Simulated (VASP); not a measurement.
A run of VASP 6.6.1 is set up as follows.

INCAR

```
SYSTEM = Rb
PREC = Accurate
ENCUT = 600
EDIFF = 1E-6
ISMEAR = 0
SIGMA = 0.05
LREAL = .False.
LASPH = .True.
NELM = 100
ALGO = Normal
ISIF = 3
LWAVE = .False.
LCHARG = .False.
GGA = PE
IBRION = 2
NSW = 80
EDIFFG = -0.03
```

Contents of KPOINTS:

```
Automatic mesh
0
Gamma
  6 6 4
  0 0 0
```

File POSCAR:

```
Rb
1.0
    4.9797773258      0.0000000000      0.0000000000
   -2.4898886629      4.3126136693      0.0000000000
    0.0000000000      0.0000000000      8.1336362988
Rb
2
Direct
    0.3333333333      0.6666666667      0.7500000000
    0.6666666667      0.3333333333      0.2500000000
```

Potentials or basis: VASP PAW PBE potentials, release 64 (Rb_sv).

Launch:

```console
$ cat potpaw_PBE.64/Rb_sv/POTCAR > POTCAR
$ mpirun -np 1 vasp_std > vasp.out
```

Q: What does it give for the relaxed volume?

A: 91.36 Å³/atom.

Q: Predict the relaxed cell.

A: a = 5.091 Å, b = 5.091 Å, c = 8.142 Å, α = 90.00°, β = 90.00°, γ = 120.00°.

Q: What does it give for the space group after relaxing (to 0.05 Å)?

A: P6_3/mmc (No. 194).

Q: Predict the band gap on the k mesh.

A: Zero (band 9 reaches 1.05 eV, above the bottom of band 10 at -1.28 eV).

Final structure:
```yaml
crystal:
  lattice:
    - [5.09054, 0.00000, 0.00000]
    - [-2.54527, 4.40854, 0.00000]
    - [0.00000, 0.00000, 8.14166]
  atoms:
    - { symbol: Rb, position: [0.33333, 0.66667, 0.75000] }
    - { symbol: Rb, position: [0.66667, 0.33333, 0.25000] }
```
